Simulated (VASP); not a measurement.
A run of VASP 6.6.1:

INCAR

```
PREC = Accurate
ENCUT = 520
EDIFF = 1E-6
ISMEAR = -1
SIGMA = 0.05
LREAL = False
LASPH = True
NELM = 80
ALGO = Normal
ISIF = 2
LWAVE = False
LCHARG = False
NBANDS = 18
```

Contents of KPOINTS:

```
Automatic mesh
0
Gamma
  8 8 5
```

File POSCAR:

```
PtSe2
1.0
    3.6990059583      0.0000000000      0.0000000000
   -1.8495029792      3.2034331287      0.0000000000
    0.0000000000      0.0000000000      5.0280258220
Pt Se
1 2
Direct
    0.0000000000      0.0000000000      0.0000000000
    0.6666666667      0.3333333333      0.7500000000
    0.3333333333      0.6666666667      0.2500000000
```

Potentials or basis: VASP PAW LDA potentials, release 64 (Pt, Se).

Command:

```console
$ cat potpaw_LDA.64/Pt/POTCAR potpaw_LDA.64/Se/POTCAR > POTCAR
$ mpirun -np 1 vasp_std > vasp.out
```

Hardware: 1 thread of Intel(R) Xeon(R) Platinum 8375C CPU @ 2.90GHz (Ice Lake) (shared host).

**Question.** How long does it take, and how much memory?

**Answer.** Run time: 37 s on 1 thread of Intel(R) Xeon(R) Platinum 8375C CPU @ 2.90GHz (Ice Lake), with other jobs on the host, peak memory 0.18 GiB. Counts: scf iterations 12, k points 40.
